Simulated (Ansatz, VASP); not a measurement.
## Ir: VASP beside Ansatz

```
Ir
1.0
     0.00000    1.76612    1.76612
     1.76612    0.00000    1.76612
     1.76612    1.76612    0.00000
Ir
1
Direct
  0.00000 0.00000 0.00000
```

Change from the starting cell: strain -0.080 along x and y, -0.080 along z, atoms carried along.

Alike in both runs: task single point; functional PBEsol; k mesh 22 × 22 × 22; occupations gaussian, width 0.15 eV; no spin polarisation.

|  | VASP | Ansatz |
| --- | --- | --- |
| version | VASP 6.6.1 | Ansatz 0.2.0 |
| potentials or method | VASP PAW PBE potentials, release 64 (Ir), cutoff 520 eV | scalar-relativistic, plane waves, PAW |
| valence electrons in the cell | 9 | 17 |

|  | VASP | Ansatz | Ansatz less VASP |
| --- | --- | --- | --- |
| gap on the k mesh at the Fermi level (eV) | none | none | - |
| pressure (GPa) | 176.6 | 171.2 | -5.39 |

VASP's potentials were made for PBE, not for PBEsol. A gap of «none» marks a metal or a gap that the smearing closes. Both programs put the cell under a high pressure, so it lies far from rest at this level. VASP's potentials hold 9 valence electrons a cell and Ansatz's 17, so a difference there can come from the potentials and not from the codes.

Neither program's run includes spin-orbit coupling. Noted on VASP's run: the cell as given lies far from equilibrium.
